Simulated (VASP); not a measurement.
## Al2Ru: single point with r2SCAN

The system is Al2Ru.

```xyz
6
Lattice="0.0000 3.4733 3.4733 3.4733 0.0000 3.4733 3.4733 3.4733 0.0000" Properties=species:S:1:pos:R:3 pbc="T T T"
Al    4.3416    4.3416    4.3416
Al    4.3416    2.6050    2.6050
Al    2.6050    2.6050    4.3416
Al    2.6050    4.3416    2.6050
Ru    0.0000    0.0000    0.0000
Ru    1.7367    1.7367    1.7367
```

| Item | Value |
| --- | --- |
| Program | VASP 6.6.1 |
| Task | single point |
| Functional | r2SCAN |
| Potentials or basis | VASP PAW PBE potentials, release 64 (Al, Ru_pv) |
| Cutoff | 520 eV |
| k mesh | 10 × 10 × 10 |
| Occupations | gaussian, width 0.1 eV |
| Spin | no spin polarisation |
| Dipole correction | no |
| Further INCAR settings | ALGO = Normal; EDIFF = 1e-06; NBANDS = 29 |

```
Pressure               : -0.2 GPa
Band gap on the k mesh : zero (band 20 reaches 11.67 eV, above the bottom of band 21 at 10.20 eV)
```

Levels at points of the mesh, in eV from the Fermi level:
| k point | band 17 | band 18 | band 19 | band 20 | band 21 | band 22 | band 23 | band 24 |
| --- | --- | --- | --- | --- | --- | --- | --- | --- |
| (0.00, 0.00, 0.00) | -0.46 | -0.46 | -0.46 | 1.28 | 1.28 | 1.28 | 2.36 | 2.36 |
| (0.50, 0.00, 0.00) | -1.15 | -1.15 | -0.25 | 0.21 | 0.21 | 1.52 | 2.15 | 2.15 |
| (0.50, 0.50, 0.00) | -1.64 | -1.64 | -1.24 | -1.24 | 0.14 | 0.14 | 3.94 | 3.94 |

It took 5.6 min on 1 thread of AMD EPYC 9R45 96-Core Processor (Zen 5), on a shared host, peak memory 0.28 GiB.

Caveat: the PAW data sets were made with another functional, which shifts forces and pressure a little.
